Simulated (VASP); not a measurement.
## Si: single point with PBE

Si:

```
Si
1.0
    -3.33608    3.33608    3.33608
     3.33608   -3.33608    3.33608
     3.33608    3.33608   -3.33608
Si
6
Direct
  0.50000 0.75000 0.25000
  0.25000 0.75000 0.50000
  0.25000 0.50000 0.75000
  0.50000 0.25000 0.75000
  0.75000 0.50000 0.25000
  0.75000 0.25000 0.50000
```

```yaml
Program: VASP 6.6.1
Task: single point
Functional: PBE
Potentials_or_basis: VASP PAW PBE potentials, release 64 (Si)
Cutoff: 520 eV
k_mesh: 6 × 6 × 6
Occupations: fermi-dirac, width 0.05 eV
Spin: no spin polarisation
```

```
Pressure               : 1.9 GPa
Band gap on the k mesh : 0.12 eV, indirect (least direct gap 0.35 eV)
```

Levels at points of the mesh, in eV from the valence-band top:
```
           k point  band 9  band 10  band 11  band 12  band 13  band 14  band 15  band 16
(0.00, 0.00, 0.00)   -2.87    -2.09    -2.09    -2.09     2.04     2.04     2.04     2.53
(0.50, 0.00, 0.00)   -3.22    -2.08    -1.32    -0.70     1.17     2.30     2.67     2.80
(0.50, 0.50, 0.50)   -1.84     0.00     0.00     0.00     0.35     0.35     0.35     2.95
```

It took 49 s on 1 thread of Intel(R) Xeon(R) Platinum 8559C (Emerald Rapids), on a shared host, peak memory 0.3 GiB.

A k mesh can miss the band edges.
